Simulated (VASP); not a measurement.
# AlNi3 (Fm-3m) in VASP: notebook

Runs on AlNi3. Level: PBEsol. Tasks: single point.

Program: VASP 6.6.1. These are calculated values, not measurements. Logs are shortened: lines on timing, memory, paths and dates and some standing lists are left out, and cuts for length are marked.

### Step 1. The cell of the first run

Symmetry: Fm-3m, No. 225, cubic system. Conventional cell: a = 5.678 Å, b = 5.678 Å, c = 5.678 Å, α = 90.00°, β = 90.00°, γ = 90.00°. Within 3.2 Å of Ni (site symmetry -43m) lie 4 Al at 2.46 Å and 10 Ni at 2.46 to 2.84 Å. Within 3.2 Å of Ni (site symmetry m-3m) lie 8 Ni at 2.46 Å and 6 Al at 2.84 Å. Within 3.2 Å of Al (site symmetry m-3m) lie 14 Ni at 2.46 to 2.84 Å.

### Step 2. Single point, PBEsol, collinear spin, ferromagnetic start

Input file INCAR:

```
PREC = Accurate ; ENCUT = 520
EDIFF = 1E-7 ; ISMEAR = -1
SIGMA = 0.05 ; LREAL = F
LASPH = T ; NELM = 150
ALGO = Normal ; ISIF = 2
LWAVE = F ; LCHARG = F
ISPIN = 2 ; MAGMOM = 1 1 1 0
LORBIT = 11 ; LMAXMIX = 4
GGA = PS ; NBANDS = 28
```

Input file KPOINTS:

```
Automatic mesh
0
Gamma
  8 8 8
```

Input file POSCAR:

```
AlNi3
1.0
    0.0000000000      2.8387599407      2.8387599407
    2.8387599407      0.0000000000      2.8387599407
    2.8387599407      2.8387599407      0.0000000000
Ni Al
3 1
Direct
    0.7500000000      0.7500000000      0.7500000000
    0.0000000000      0.0000000000      0.0000000000
    0.2500000000      0.2500000000      0.2500000000
    0.5000000000      0.5000000000      0.5000000000
```

Potentials or basis: VASP PAW PBE potentials, release 64 (Ni, Al).

Launch:

```
> cat potpaw_PBE.64/Ni/POTCAR potpaw_PBE.64/Al/POTCAR > POTCAR
> mpirun -np 1 vasp_std > vasp.out
```

OUTCAR:

```text
PREC = Accurate
   ENCUT = 520
   EDIFF = 1E-7
   ISMEAR = -1
   LREAL = F
   LASPH = T
   NELM = 150
   ISIF = 2
   ISPIN = 2
   LORBIT = 11
   GGA = PS

 ion  position               nearest neighbor table
   1  0.750  0.750  0.750-   4 2.46   4 2.46   4 2.46   2 2.46   4 2.46   2 2.46   2 2.46   2 2.46
                             3 2.84   3 2.84   3 2.84   3 2.84   3 2.84   3 2.84
   2  0.000  0.000  0.000-   1 2.46   1 2.46   1 2.46   1 2.46   3 2.46   3 2.46   3 2.46   3 2.46
                             4 2.84   4 2.84   4 2.84   4 2.84   4 2.84   4 2.84
   3  0.250  0.250  0.250-   2 2.46   2 2.46   2 2.46   2 2.46   4 2.46   4 2.46   4 2.46   4 2.46
                             1 2.84   1 2.84   1 2.84   1 2.84   1 2.84   1 2.84
   4  0.500  0.500  0.500-   3 2.46   3 2.46   3 2.46   1 2.46   3 2.46   1 2.46   1 2.46   1 2.46
                             2 2.84   2 2.84   2 2.84   2 2.84   2 2.84   2 2.84

  LATTYP: Found a face centered cubic cell.
 ALAT       =     5.6775198814

  Lattice vectors:

 A1 = (   0.0000000000,   2.8387599407,   2.8387599407)
 A2 = (   2.8387599407,   0.0000000000,   2.8387599407)
 A3 = (   2.8387599407,   2.8387599407,   0.0000000000)

Analysis of symmetry for initial positions (statically):
=====================================================================
 Subroutine PRICEL returns:
 Original cell was already a primitive cell.

 Routine SETGRP: Setting up the symmetry group for a
 face centered cubic supercell.

 Subroutine GETGRP returns: Found 48 space group operations
 (whereof 48 operations were pure point group operations)
 out of a pool of 48 trial point group operations.

The static configuration has the point symmetry O_h .

Analysis of symmetry for dynamics (positions and initial velocities):
=====================================================================
 Subroutine PRICEL returns:
 Original cell was already a primitive cell.

 Routine SETGRP: Setting up the symmetry group for a
 face centered cubic supercell.

 Subroutine GETGRP returns: Found 48 space group operations
 (whereof 48 operations were pure point group operations)
 out of a pool of 48 trial point group operations.

The dynamic configuration has the point symmetry O_h .

Analysis of structural, dynamic, and magnetic symmetry:
=====================================================================
 Subroutine PRICEL returns:
 Original cell was already a primitive cell.

 Routine SETGRP: Setting up the symmetry group for a
 face centered cubic supercell.

 Subroutine GETGRP returns: Found 48 space group operations
 (whereof 48 operations were pure point group operations)
 out of a pool of 48 trial point group operations.

The overall configuration has the point symmetry O_h .

 Subroutine INISYM returns: Found 48 space group operations
 (whereof 48 operations are pure point group operations),
 and found     1 'primitive' translations

----------------------------------------------------------------------------------------

                                     Primitive cell

  volume of cell :      45.7526

  direct lattice vectors                    reciprocal lattice vectors
     0.000000000  2.838759941  2.838759941    -0.176133245  0.176133245  0.176133245
     2.838759941  0.000000000  2.838759941     0.176133245 -0.176133245  0.176133245
     2.838759941  2.838759941  0.000000000     0.176133245  0.176133245 -0.176133245

  length of vectors
     4.014612808  4.014612808  4.014612808     0.305071729  0.305071729  0.305071729

  position of ions in fractional coordinates (direct lattice)
     0.750000000  0.750000000  0.750000000
     0.000000000  0.000000000  0.000000000
     0.250000000  0.250000000  0.250000000
     0.500000000  0.500000000  0.500000000

  ion indices of the primitive-cell ions
   primitive index   ion index
                 1           1
                 2           2
                 3           3
                 4           4

----------------------------------------------------------------------------------------

 KPOINTS: Automatic mesh

Automatic generation of k-mesh.
 Grid dimensions read from file:
[... 22 lines left out ...]
  0.000000  0.000000  0.000000      1.000000
  0.125000  0.000000  0.000000      8.000000
  0.250000  0.000000  0.000000      8.000000
  0.375000  0.000000  0.000000      8.000000
  0.500000  0.000000  0.000000      4.000000
  0.125000  0.125000  0.000000      6.000000
[... 16 lines left out ...]
  0.500000  0.250000  0.125000     48.000000
 -0.375000  0.250000  0.125000     24.000000
 [... further k-points ...]
   k-points           NKPTS =     29   k-points in BZ     NKDIM =     29   number of bands    NBANDS=     28
   number of dos      NEDOS =    301   number of ions     NIONS =      4
   total plane-waves  NPLWV =  27000
   dimension x,y,z NGX =    30 NGY =   30 NGZ =   30
   dimension x,y,z NGXF=    60 NGYF=   60 NGZF=   60
   ions per type =               3   1
   NGX,Y,Z   is equivalent  to a cutoff of  12.42, 12.42, 12.42 a.u.
   NGXF,Y,Z  is equivalent  to a cutoff of  24.85, 24.85, 24.85 a.u.
 SYSTEM =  unknown system
   PREC   = accura    normal or accurate (medium, high low for compatibility)
   ISTART =      0    job   : 0-new  1-cont  2-samecut
   ICHARG =      2    charge: 1-file 2-atom 10-const
   ISPIN  =      2    spin polarized calculation?
   LNONCOLLINEAR =      F non collinear calculations
   LSORBIT =      F    spin-orbit coupling
   LASPH  =      T    aspherical Exc in radial PAW
   ENCUT  =  520.0 eV  38.22 Ry    6.18 a.u.   7.46  7.46  7.46*2*pi/ulx,y,z
   NELM   =    150;   NELMIN=  2; NELMDL= -5     # of ELM steps
   EDIFF  = 0.1E-06   stopping-criterion for ELM
   LREAL  =      F    real-space projection
   EDIFFG = 0.1E-05   stopping-criterion for IOM
   NSW    =      0    number of steps for IOM
   IBRION =     -1    ionic relax: 0-MD 1-quasi-New 2-CG
   NFREE  =      0    steps in history (QN), initial steepest desc. (CG)
   ISIF   =      2    stress and relaxation
   ISYM   =      2    0-nonsym 1-usesym 2-fastsym
   POTIM  = 0.5000    time-step for ionic-motion
   TEBEG  =    0.0;   TEEND  =   0.0 temperature during run
   PSTRESS=    0.0 pullay stress
   NELECT =      33.0000    total number of electrons
   NUPDOWN=      -1.0000    fix difference up-down
   EMIN   =  10.00;   EMAX   =-10.00  energy-range for DOS
   EFERMI =   0.00;   METHOD = LEGACY
   ISMEAR =    -1;   SIGMA  =   0.05  broadening in eV -4-tet -1-fermi 0-gaus
   EFERMI_NEDOS =   21; number of points for ismear=-14 and -15
   IALGO  =     38    algorithm
   IMIX   =      4    mixing-type and parameters
     AMIX     =   0.40;   BMIX     =  1.00
     AMIX_MAG =   1.60;   BMIX_MAG =  1.00
  volume/ion in A,a.u.               =      11.44        77.19
  Fermi-wavevector in a.u.,A,eV,Ry     =   1.468163  2.774425 29.327376  2.155501
  Thomas-Fermi vector in A             =   2.583693
   LORBIT       =     11    0 simple, 1 ext, 2 COOP (PROOUT), +10 PAW based schemes
   GGA     = PS    functional components
   LHFCALC =     F    Hartree Fock is set to
   AEXX    =    0.0000 exact exchange contribution
   IVDW    =     0    specifies the selected vdW correction
   LEPSILON=     F    determine dielectric tensor
   LRPA    =     F    only Hartree local field effects (RPA)
 spin polarized calculation
  energy-cutoff  :      520.00
  volume of cell :       45.75
 maximum number of plane-waves:      1249
 NGX is ok and might be reduce to    30
   NGX = 15   NGY = 15   NGZ = 15

 number of electron      32.9999982 magnetization       0.0005943

 number of electron      32.9999982 magnetization      -0.0001122

 Free energy of the ion-electron system (eV)
  ---------------------------------------------------
  ext. energy  EPLUGINS =         0.00000000
  ---------------------------------------------------
  free energy    TOTEN  =       -24.04003145 eV

  energy without entropy =      -24.01956068  energy(sigma->0) =      -24.02979607

 E-fermi :   9.2571     XC(G=0): -12.7509

 val. band max:        9.2520720581   @ k =  -0.2500   0.5000   0.2500
 cond. band min:       9.2742577079   @ k =  -0.3750   0.1250   0.0000
 fundamental gap:      0.0221856497
 Fermi energy:         9.2570659714

 spin component 1

 k-point     1 :       0.0000    0.0000    0.0000
  band No.  band energies     occupation
      1      -0.6651      1.00000
      2       5.8677      1.00000
      3       5.8677      1.00000
      4       5.9616      1.00000
      5       5.9616      1.00000
      6       5.9616      1.00000
[... 733 lines left out ...]
     27      23.9432      0.00000
     28      26.6951      0.00000

 [... further k-points ...]

 spin component 2

 k-point     1 :       0.0000    0.0000    0.0000
  band No.  band energies     occupation
      1      -0.6651      1.00000
      2       5.8677      1.00000
      3       5.8677      1.00000
      4       5.9616      1.00000
      5       5.9616      1.00000
      6       5.9616      1.00000
[... 733 lines left out ...]
     27      23.9432      0.00000
     28      26.6952      0.00000

 [... further k-points ...]

------------------------ aborting loop because EDIFF is reached ----------------------------------------

  FORCE on cell =-STRESS in cart. coord.  units (eV):
  Direction    XX          YY          ZZ          XY          YZ          ZX
  --------------------------------------------------------------------------------------
  -------------------------------------------------------------------------------------
  Total       -2.1896008     -2.1896008     -2.1896008     -0.0000000      0.0000000     -0.0000000
  in kB      -76.6760128    -76.6760128    -76.6760128     -0.0000000      0.0000000     -0.0000000
  external PRESSURE =     -76.6760128 kB  Pullay stress =       0.0000000 kB

 VOLUME and BASIS-vectors are now :
 -----------------------------------------------------------------------------
  energy-cutoff  :      520.00
  volume of cell :       45.75
      direct lattice vectors                 reciprocal lattice vectors
     0.000000000  2.838759941  2.838759941    -0.176133245  0.176133245  0.176133245
     2.838759941  0.000000000  2.838759941     0.176133245 -0.176133245  0.176133245
     2.838759941  2.838759941  0.000000000     0.176133245  0.176133245 -0.176133245

 POSITION                                       TOTAL-FORCE (eV/Angst)
 -----------------------------------------------------------------------------------
      4.25814      4.25814      4.25814         0.000000      0.000000      0.000000
      0.00000      0.00000      0.00000         0.000000     -0.000000     -0.000000
      1.41938      1.41938      1.41938        -0.000000     -0.000000     -0.000000
      2.83876      2.83876      2.83876         0.000000     -0.000000     -0.000000
 -----------------------------------------------------------------------------------
    total drift:                                0.000000     -0.000000      0.000000

  FREE ENERGIE OF THE ION-ELECTRON SYSTEM (eV)
  ---------------------------------------------------
  free  energy   TOTEN  =       -24.0400314492 eV

  energy  without entropy=      -24.0195606846  energy(sigma->0) =      -24.02979607

 total charge

# of ion       s       p       d       tot
------------------------------------------
    1        0.472   0.498   8.425   9.395
    2        0.476   0.478   8.386   9.341
    3        0.472   0.498   8.425   9.395
    4        0.399   0.398   0.000   0.797
--------------------------------------------------
tot          1.819   1.872  25.237  28.928

 magnetization (x)

# of ion       s       p       d       tot
------------------------------------------
    1        0.000   0.000  -0.000  -0.000
    2        0.000   0.000  -0.000  -0.000
    3        0.000   0.000  -0.000  -0.000
    4       -0.000   0.000   0.000   0.000
--------------------------------------------------
tot          0.000   0.000  -0.000  -0.000
```

It took 46 s on 1 thread of Intel Xeon 6975P-C (Granite Rapids), shared host; peak memory 0.21 GiB.

Results:

```yaml
Free_energy: -24.0400 eV
Pressure: -7.7 GPa
Net_moment: 0.00 μB per cell
Valence_electrons_inside_the_program's_atomic_spheres: Ni 9.39, 9.34; Al 0.80
```

Levels at points of the mesh, in eV from the Fermi level:
Spin up:
```
           k point  band 12  band 13  band 14  band 15  band 16  band 17  band 18  band 19  band 20  band 21
(0.00, 0.00, 0.00)    -0.85    -0.52    -0.52    -0.48    -0.48     5.34     5.34     5.34     5.74     5.74
(0.50, 0.00, 0.00)    -1.63    -0.60    -0.60    -0.44    -0.44    -0.13     4.25     4.25     4.64     4.64
(0.50, 0.50, 0.00)    -1.11    -0.99    -0.70    -0.55    -0.35    -0.33    -0.33    -0.04     4.09     4.45
```
Spin down:
```
           k point  band 13  band 14  band 15  band 16  band 17  band 18  band 19  band 20
(0.00, 0.00, 0.00)    -0.52    -0.52    -0.48    -0.48     5.34     5.34     5.34     5.74
(0.50, 0.00, 0.00)    -0.60    -0.60    -0.44    -0.44    -0.13     4.25     4.25     4.64
(0.50, 0.50, 0.00)    -0.99    -0.70    -0.55    -0.35    -0.33    -0.33    -0.04     4.09
```

Caveat: the PAW data sets were made with another functional, which shifts forces and pressure a little.

### Step 3. Single point, PBEsol, collinear spin, ferromagnetic start

This run uses another cell than the first one, of 11.66 Å³/atom, 1.019 times its volume.

Input file INCAR:

```
SYSTEM = AlNi3
PREC     = Accurate       ! precision mode
ENCUT    = 520            ! plane-wave cutoff, eV
EDIFF    = 1E-7           ! SCF threshold, eV
ISMEAR   = -1             ! smearing method
SIGMA    = 0.05           ! smearing width, eV
LREAL    = .FALSE.        ! projectors in reciprocal space
LASPH    = .TRUE.         ! aspherical terms in the spheres
NELM     = 150            ! most SCF steps
ALGO     = Normal         ! electronic algorithm
ISIF     = 2              ! what is computed and relaxed
LWAVE    = .FALSE.        ! write WAVECAR
LCHARG   = .FALSE.        ! write CHGCAR
ISPIN    = 2              ! spin polarisation
MAGMOM   = 1 1 1 0        ! initial moments
LORBIT   = 11             ! projections on sites
LMAXMIX  = 4              ! l up to which the mixer works
GGA      = PS             ! functional
NBANDS   = 28             ! bands
```

Input file KPOINTS:

```
regular mesh
0
G
  8 8 8
  0 0 0
```

Input file POSCAR:

```
AlNi3
1.0
    0.0000000000      2.8568417017      2.8568417017
    2.8568417017      0.0000000000      2.8568417017
    2.8568417017      2.8568417017      0.0000000000
Ni Al
3 1
Direct
    0.7500000000      0.7500000000      0.7500000000
    0.0000000000      0.0000000000      0.0000000000
    0.2500000000      0.2500000000      0.2500000000
    0.5000000000      0.5000000000      0.5000000000
```

Potentials or basis: VASP PAW PBE potentials, release 64 (Ni, Al).

Launch:

```
> cat potpaw_PBE.64/Ni/POTCAR potpaw_PBE.64/Al/POTCAR > POTCAR
> mpirun -np 1 vasp_std > vasp.out
```

It took 48 s on 1 thread of Intel Xeon 6975P-C (Granite Rapids), shared host; peak memory 0.21 GiB.

It converged, with:

* Free energy: -23.9896 eV
* Pressure: -10.6 GPa
* Net moment: 0.00 μB per cell
* Valence electrons inside the program's atomic spheres: Ni 9.36, 9.31; Al 0.79

Levels at points of the mesh, in eV from the Fermi level:
Spin up:
| k point | band 12 | band 13 | band 14 | band 15 | band 16 | band 17 | band 18 | band 19 | band 20 | band 21 |
| --- | --- | --- | --- | --- | --- | --- | --- | --- | --- | --- |
| (0.00, 0.00, 0.00) | -0.82 | -0.51 | -0.51 | -0.47 | -0.47 | 5.28 | 5.28 | 5.28 | 5.64 | 5.64 |
| (0.50, 0.00, 0.00) | -1.58 | -0.58 | -0.58 | -0.43 | -0.43 | -0.13 | 4.21 | 4.21 | 4.56 | 4.56 |
| (0.50, 0.50, 0.00) | -1.07 | -0.96 | -0.69 | -0.54 | -0.34 | -0.32 | -0.32 | -0.04 | 4.01 | 4.33 |
Spin down:
```
           k point  band 13  band 14  band 15  band 16  band 17  band 18  band 19  band 20
(0.00, 0.00, 0.00)    -0.51    -0.51    -0.47    -0.47     5.28     5.28     5.28     5.64
(0.50, 0.00, 0.00)    -0.58    -0.58    -0.43    -0.43    -0.13     4.21     4.21     4.56
(0.50, 0.50, 0.00)    -0.96    -0.69    -0.54    -0.34    -0.32    -0.32    -0.04     4.01
```

Caveat: the PAW data sets were made with another functional, which shifts forces and pressure a little.

### Step 4. Single point, PBEsol

This run uses another cell than the first one, of 11.00 Å³/atom, 0.962 times its volume.

Input file INCAR:

```
PREC     = Accurate       # precision mode
ENCUT    = 520            # plane-wave cutoff, eV
EDIFF    = 1E-6           # SCF threshold, eV
ISMEAR   = -1             # smearing method
SIGMA    = 0.05           # smearing width, eV
LREAL    = F              # projectors in reciprocal space
LASPH    = T              # aspherical terms in the spheres
NELM     = 60             # most SCF steps
ALGO     = Normal         # electronic algorithm
ISIF     = 2              # what is computed and relaxed
LWAVE    = F              # write WAVECAR
LCHARG   = F              # write CHGCAR
GGA      = PS             # functional
NBANDS   = 24             # bands
```

Input file KPOINTS:

```
regular mesh
0
Gamma
  8 8 8
```

Input file POSCAR:

```
AlNi3
1.0
    0.0000000000      2.8018887551      2.8018887551
    2.8018887551      0.0000000000      2.8018887551
    2.8018887551      2.8018887551      0.0000000000
Ni Al
3 1
Direct
    0.7500000000      0.7500000000      0.7500000000
    0.0000000000      0.0000000000      0.0000000000
    0.2500000000      0.2500000000      0.2500000000
    0.5000000000      0.5000000000      0.5000000000
```

Launch:

```
> cat potpaw_PBE.64/Ni/POTCAR potpaw_PBE.64/Al/POTCAR > POTCAR
> mpirun -np 1 vasp_std > vasp.out
```

Run time: 36 s. Hardware: 1 thread of Intel Xeon Platinum 8259CL at 2.50GHz (Skylake/Cascade Lake), shared host; peak memory 0.17 GiB.

The run converged. Its results:

```
Free energy : -24.0871 eV
Pressure    : -0.6 GPa
```

Levels at points of the mesh, in eV from the Fermi level:
```csv
k point,band 13,band 14,band 15,band 16,band 17,band 18,band 19,band 20
"(0.00, 0.00, 0.00)",-0.55,-0.55,-0.51,-0.51,5.45,5.45,5.45,5.94
"(0.50, 0.00, 0.00)",-0.63,-0.63,-0.47,-0.47,-0.14,4.33,4.33,4.81
"(0.50, 0.50, 0.00)",-1.04,-0.74,-0.58,-0.36,-0.34,-0.34,-0.03,4.27
```

Caveat: the PAW data sets were made with another functional, which shifts forces and pressure a little.

### Step 5. Overview

| spin | cell | gap on the mesh (eV) | pressure (GPa) | moment (μB) |
| --- | --- | --- | --- | --- |
| collinear, ferromagnetic start | a = 4.015 Å, angles 60.0°, 4 atoms | none | -7.7 | 0.00 |
| collinear, ferromagnetic start | a = 4.040 Å, angles 60.0°, 4 atoms | none | -10.6 | 0.00 |
| off | a = 3.962 Å, angles 60.0°, 4 atoms | none | -0.6 | - |

Alike in all rows: task single point; level PBEsol; potentials or basis VASP PAW PBE potentials, release 64 (Ni, Al); k mesh 8 × 8 × 8; cutoff (eV) 520; smearing fermi-dirac 0.05 eV.

Caveats: the PAW data sets were made with another functional, which shifts forces and pressure a little.

Total energies depend on the potentials used, so only differences within one code and one set of settings carry meaning.
